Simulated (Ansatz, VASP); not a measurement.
**One calculation of TiSi, two programs**

INCAR

```
  PREC = Accurate
  ENCUT = 520
  EDIFF = 1E-6
  ISMEAR = 0
  SIGMA = 0.15
  LREAL = F
  LASPH = T
  NELM = 100
  ALGO = Normal
  ISIF = 2
  LWAVE = F
  LCHARG = F
  GGA = PS
  NBANDS = 15
```

KPOINTS

```
Automatic mesh
0
Gamma
  20 20 14
```

POSCAR

```
TiSi
1.0
    1.7090889329     -1.9927604796      0.0000000000
    1.7090889329      1.9927604796      0.0000000000
    0.0000000000      0.0000000000      4.2955667346
Ti Si
1 1
Direct
    0.5000000000      0.5000000000      0.0000000000
    0.0000000000      0.0000000000      0.5000000000
```

Input for Ansatz:

```yaml
crystal:
  lattice:
    - [1.7090889329, -1.9927604796, 0.0]
    - [1.7090889329, 1.9927604796, 0.0]
    - [0.0, 0.0, 4.2955667346]
  atoms:
    - { symbol: Ti, position: [0.5, 0.5, 0.0] }
    - { symbol: Si, position: [0.0, 0.0, 0.5] }
basis:
  ecutwfc: 420
kpoints:
  mp_grid: { grid: [20, 20, 14] }
hamiltonian:
  xc: pbesol
scf:
  occupations: { method: gaussian, width: 0.15 }
output:
  forces: true
  stress: true
  eigenvalues: true
```

Alike in both runs: task single point; functional PBEsol; k mesh 20 × 20 × 14; occupations gaussian, width 0.15 eV; no spin polarisation.

```csv
,VASP,Ansatz
version,VASP 6.6.1,Ansatz 0.2.0
potentials or method,"VASP PAW PBE potentials, release 64 (Ti_sv, Si), cutoff 520 eV","scalar-relativistic, plane waves, PAW"
valence electrons in the cell,16,16
```

Ansatz gave:

| Item | Value |
| --- | --- |
| gap on the k mesh at the Fermi level (eV) | none |
| pressure (GPa) | -5.7 |
| traceless stress, the component that is largest in VASP (GPa) | -15.74 |

Task: Estimate VASP's values.

Result: gap on the k mesh at the Fermi level (eV): none; pressure (GPa): -5.7; traceless stress, the component that is largest in VASP (GPa): -15.66.

VASP's potentials were made for PBE, not for PBEsol. A gap of «none» marks a metal or a gap that the smearing closes.
